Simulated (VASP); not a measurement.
CaVC4N4: single point with PBE

CaVC4N4:

```
Ca V C N
1.0
     6.52593    0.00000    0.00000
     0.00000    6.52593    0.00000
     0.00000    0.00000    6.52593
Ca V C N
1 1 4 4
Cartesian
  0.0000 0.0000 0.0000
  3.2630 3.2630 3.2630
  1.4392 1.4392 1.4392
  1.4392 5.0867 5.0867
  5.0867 1.4392 5.0867
  5.0867 5.0867 1.4392
  2.1186 2.1186 2.1186
  2.1186 4.4073 4.4073
  4.4073 2.1186 4.4073
  4.4073 4.4073 2.1186
```

- Program: VASP 6.6.1
- Task: single point
- Functional: PBE
- Potentials or basis: VASP PAW PBE potentials, release 64 (Ca_sv, V_sv, C, N)
- Cutoff: 520 eV
- k mesh: 4 × 4 × 4
- Occupations: gaussian, width 0.1 eV
- Spin: collinear spin, ferromagnetic start
- Starting moments: [0.0, 2.0, 0.0, 0.0, 0.0, 0.0, 0.0, 0.0, 0.0, 0.0] μB

The pressure is -0.4 GPa. The largest force is 1.114 eV/Å and the band gap on the k mesh is zero (filled and empty bands overlap). The net moment is 1.00 μB per cell, the site moments are Ca -0.01; V +0.90; C +0.02; N -0.02 μB and the valence electrons inside the program's atomic spheres are Ca 8.11; V 11.47; C 2.55; N 3.91.

Forces on the atoms (eV/Å):
```
Ca   0.000  0.000  0.000
V    0.000  0.000  0.000
C   -0.286 -0.286 -0.286
C   -0.286  0.286  0.286
C    0.286 -0.286  0.286
C    0.286  0.286 -0.286
N    0.643  0.643  0.643
N    0.643 -0.643 -0.643
N   -0.643  0.643 -0.643
N   -0.643 -0.643  0.643
```

Levels at points of the mesh, in eV from the Fermi level:
Spin up:
```tsv
k point	band 26	band 27	band 28	band 29	band 30	band 31	band 32	band 33	band 34	band 35
(0.00, 0.00, 0.00)	-4.69	-4.69	-4.69	-1.00	-1.00	0.18	0.18	0.18	2.04	2.04
(0.50, 0.00, 0.00)	-4.82	-4.69	-4.69	-0.97	-0.86	0.23	0.31	0.31	1.66	2.06
(0.50, 0.50, 0.00)	-4.77	-4.74	-4.74	-0.93	-0.85	0.17	0.41	0.41	1.92	1.92
(0.50, 0.50, 0.50)	-4.74	-4.74	-4.74	-0.94	-0.94	0.31	0.31	0.31	2.22	2.22
```
Spin down:
```csv
k point,band 25,band 26,band 27,band 28,band 29,band 30,band 31,band 32,band 33,band 34
"(0.00, 0.00, 0.00)",-5.06,-4.66,-4.66,-4.66,-0.13,-0.13,0.44,0.44,0.44,2.30
"(0.50, 0.00, 0.00)",-5.04,-4.80,-4.66,-4.66,-0.08,0.13,0.50,0.60,0.60,1.65
"(0.50, 0.50, 0.00)",-5.01,-4.74,-4.71,-4.71,-0.01,0.12,0.43,0.74,0.74,1.91
"(0.50, 0.50, 0.50)",-4.99,-4.71,-4.71,-4.71,-0.04,-0.04,0.60,0.60,0.61,2.31
```

Wall time 5.5 min on 1 thread of Intel(R) Xeon(R) Platinum 8488C (Sapphire Rapids), on a shared host, peak memory 0.56 GiB.

Caveat: forces of over 1 eV/Å act on the atoms, so gaps and moduli don't describe the material at rest. With open d or f shells a metallic result of PBE can be an artefact of self-interaction; +U or a hybrid may open a gap.
